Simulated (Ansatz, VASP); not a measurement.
**Two plane-wave programs on Al3Rh2**

```xyz
5
Lattice="3.8755 0.0000 0.0000 -1.9378 3.3563 0.0000 0.0000 0.0000 5.7439" Properties=species:S:1:pos:R:3 pbc="T T T"
Al    0.0000    0.0000    1.0341
Al    0.0000    0.0000    4.7097
Al    0.0000    0.0000    2.8719
Rh    0.0000    2.2375    0.0000
Rh    1.9378    1.1188    0.0000
```

Alike in both runs: task relaxation of cell and atoms; functional PBE; k mesh 6 × 6 × 4; occupations gaussian, width 0.1 eV; no spin polarisation.

```csv
,VASP,Ansatz
version,VASP 6.6.1,Ansatz 0.2.0
potentials or method,"VASP PAW PBE potentials, release 64 (Al, Rh_pv), cutoff 600 eV","scalar-relativistic, plane waves, PAW"
valence electrons in the cell,39,43
```

|  | VASP | Ansatz | Ansatz less VASP |
| --- | --- | --- | --- |
| gap on the k mesh at the Fermi level, each at its own relaxed structure (eV) | none | none | - |
| relaxed volume (Å³/atom) | 23.55 | 23.60 | +0.043 |
| relaxed cell length with the largest relative difference (Å) | 4.171 | 4.175 | +0.0032 |

A gap of «none» marks a metal or a gap that the smearing closes. VASP's potentials hold 39 valence electrons a cell and Ansatz's 43, so a difference there can come from the potentials and not from the codes.

Noted on VASP's run: the volume moved by over 15 % at a fixed basis, so the end points are rough.
